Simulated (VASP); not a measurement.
BaTiO3, 5 atoms in the cell. Symmetry: Amm2, No. 38, orthorhombic system. Conventional cell: a = 4.010 Å, b = 5.712 Å, c = 5.729 Å, α = 90.00°, β = 90.00°, γ = 90.00°. Ba (site symmetry mm2) has 12 O at 2.82 to 2.91 Å and 8 Ti at 3.46 to 3.53 Å within 3.7 Å. Ti (site symmetry mm2) has 6 O at 1.97 to 2.08 Å within 2.6 Å. Within 2.7 Å of O (site symmetry mm2) lie 2 Ti at 2.01 Å. O (site symmetry m) has 2 Ti at 1.97 to 2.08 Å within 2.6 Å. 

```yaml
Program: VASP 6.6.1
Task: single point
Functional: PBE
Potentials_or_basis: VASP PAW PBE potentials, release 64 (Ba_sv, Ti_sv, O)
Cutoff: 520 eV
k_mesh: 8 × 8 × 8
Occupations: fermi-dirac, width 0.05 eV
Spin: no spin polarisation
Dipole_correction: no
Further_INCAR_settings: ALGO = Normal; EDIFF = 1e-06; NBANDS = 28
```

Potentials or basis: VASP PAW PBE potentials, release 64 (Ba_sv, Ti_sv, O).

The run is started by

```sh
$ cat potpaw_PBE.64/Ba_sv/POTCAR potpaw_PBE.64/Ti_sv/POTCAR potpaw_PBE.64/O/POTCAR > POTCAR
$ mpirun -np 1 vasp_std > vasp.out
```

Hardware: 1 thread of Intel Xeon 8259CL (shared host).

Task: Estimate the wall time of this run.

Result: Run time: 5.9 min on 1 thread of Intel Xeon 8259CL (shared host), peak memory 0.31 GiB. Counts: scf iterations 16, k points 105.
